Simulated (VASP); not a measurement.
Here is a VASP 6.6.1 calculation.

The input INCAR:

```
SYSTEM = ZnO
  PREC = Accurate
  ENCUT = 520
  EDIFF = 1E-7
  ISMEAR = 0
  SIGMA = 0.01
  LREAL = .FALSE.
  LASPH = .TRUE.
  NELM = 80
  ALGO = Normal
  ISIF = 2
  LWAVE = .FALSE.
  LCHARG = .FALSE.
  GGA = PE
  NBANDS = 46
```

KPOINTS

```
regular mesh
0
G
  4 4 6
  0 0 0
```

The input POSCAR:

```
ZnO
1.0
    5.5519117388      0.0000000000      0.0000000000
    0.0000000000      5.5519117388      0.0000000000
    0.0000000000      0.0000000000      3.2458455511
Zn O
4 4
Direct
    0.1816732156      0.1816732156      0.5000000000
    0.8183267844      0.8183267844      0.5000000000
    0.6816732156      0.3183267844      0.0000000000
    0.3183267844      0.6816732156      0.0000000000
    0.8184370494      0.1815629506      0.5000000000
    0.1815629506      0.8184370494      0.5000000000
    0.6815629506      0.6815629506      0.0000000000
    0.3184370494      0.3184370494      0.0000000000
```

Potentials or basis: VASP PAW PBE potentials, release 64 (Zn, O).

Launch:

```sh
$ cat potpaw_PBE.64/Zn/POTCAR potpaw_PBE.64/O/POTCAR > POTCAR
$ mpirun -np 1 vasp_std > vasp.out
```

Q: What does it give for the band gap on the k mesh?

A: 0.77 eV, direct.

Q: Estimate the largest force.

A: 0.017 eV/Å.

Q: What does it give for the pressure?

A: 5.0 GPa.

Forces on the atoms (eV/Å):
```
Zn   0.012  0.012  0.000
Zn  -0.012 -0.012  0.000
Zn   0.012 -0.012  0.000
Zn  -0.012  0.012  0.000
O   -0.009  0.009  0.000
O    0.009 -0.009  0.000
O    0.009  0.009  0.000
O   -0.009 -0.009  0.000
```
